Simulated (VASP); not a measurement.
Hf3SnS8: single point with PBE

Hf3SnS8:

```xyz
12
Lattice="3.6640 0.0000 0.0000 -1.8320 3.1731 0.0000 0.0000 0.0000 27.7541" Properties=species:S:1:pos:R:3 pbc="T T T"
Hf    0.0000    2.1154    8.6524
Hf    0.0000    2.1154   22.5885
Hf    1.8320    1.0577    1.7430
Sn    1.8320    1.0577   15.5861
S     1.8320    1.0577   10.0933
S     1.8320    1.0577   24.0293
S     0.0000    2.1154    3.1838
S     0.0000    2.1154   17.0771
S     0.0000    0.0000    0.3020
S     0.0000    0.0000   14.0950
S     0.0000    0.0000    7.2114
S     0.0000    0.0000   21.1475
```

| Property | Result |
| --- | --- |
| Program | VASP 6.6.1 |
| Task | single point |
| Functional | PBE |
| Potentials or basis | VASP PAW PBE potentials, release 64 (Hf_pv, Sn_d, S) |
| Cutoff | 520 eV |
| k mesh | 12 × 12 × 1 |
| Occupations | gaussian, width 0.02 eV |
| Spin | no spin polarisation |

```
Pressure               : -0.4 GPa
Largest force          : 0.066 eV/Å
Band gap on the k mesh : 1.23 eV, indirect (least direct gap 1.80 eV)
```

Forces on the atoms (eV/Å):
```
Hf   0.000  0.000  0.000
Hf   0.000  0.000  0.000
Hf   0.000  0.000  0.000
Sn   0.000  0.000  0.001
S    0.000  0.000 -0.066
S    0.000  0.000 -0.066
S    0.000  0.000 -0.066
S    0.000  0.000 -0.004
S    0.000  0.000  0.066
S    0.000  0.000  0.003
S    0.000  0.000  0.066
S    0.000  0.000  0.066
```

Stress tensor (GPa, compression positive):
```
-0.42  0.00  0.00
 0.00 -0.42  0.00
 0.00  0.00 -0.32
```

Levels at points of the mesh, in eV from the valence-band top:
```
           k point  band 42  band 43  band 44  band 45  band 46  band 47  band 48  band 49  band 50  band 51
(0.00, 0.00, 0.00)    -0.01    -0.01    -0.01     0.00     0.00     2.09     2.09     2.09     2.09     2.09
(0.50, 0.00, 0.00)    -1.06    -1.05    -1.03    -0.83    -0.57     1.23     1.35     1.36     1.37     4.06
```

It took 5.9 min on 1 thread of AMD EPYC 9R45 96-Core Processor (Zen 5) (shared host), peak memory 0.56 GiB.

Caveat: spin-orbit coupling is left out, which moves the levels of the heavy elements; this functional lacks dispersion, which binds the layers, so the pressure and a relaxed spacing across them are unreliable. A k mesh can miss the band edges.
